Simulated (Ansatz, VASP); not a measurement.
## P in VASP and in Ansatz

```
P
1.0
     0.00000    4.30014    4.30014
     4.30014    0.00000    4.30014
     4.30014    4.30014    0.00000
P
8
Cartesian
  7.4394 7.4394 7.4394
  5.4610 5.4610 7.4394
  5.4610 7.4394 5.4610
  7.4394 5.4610 5.4610
  3.1393 3.1393 1.1608
  1.1608 1.1608 1.1608
  3.1393 1.1608 3.1393
  1.1608 3.1393 3.1393
```

Alike in both runs: functional PBE; k mesh 4 × 4 × 4; occupations gaussian, width 0.1 eV; no spin polarisation.

Ansatz relaxed the structure, and its values are those at the end. VASP's run is a single point on that final structure, the one shown.

```csv
,VASP,Ansatz
version,VASP 6.6.1,Ansatz 0.2.0
potentials or method,"VASP PAW PBE potentials, release 64 (P), cutoff 500 eV","scalar-relativistic, plane waves, PAW"
valence electrons in the cell,40,40
```

```csv
,VASP,Ansatz,Ansatz less VASP
gap on the k mesh at the Fermi level (eV),none,none,-
pressure (GPa),0.1,0.3,+0.21
rms of the force components (eV/Å),0.010,0.023,+0.0125
```

A gap of «none» marks a metal or a gap that the smearing closes.
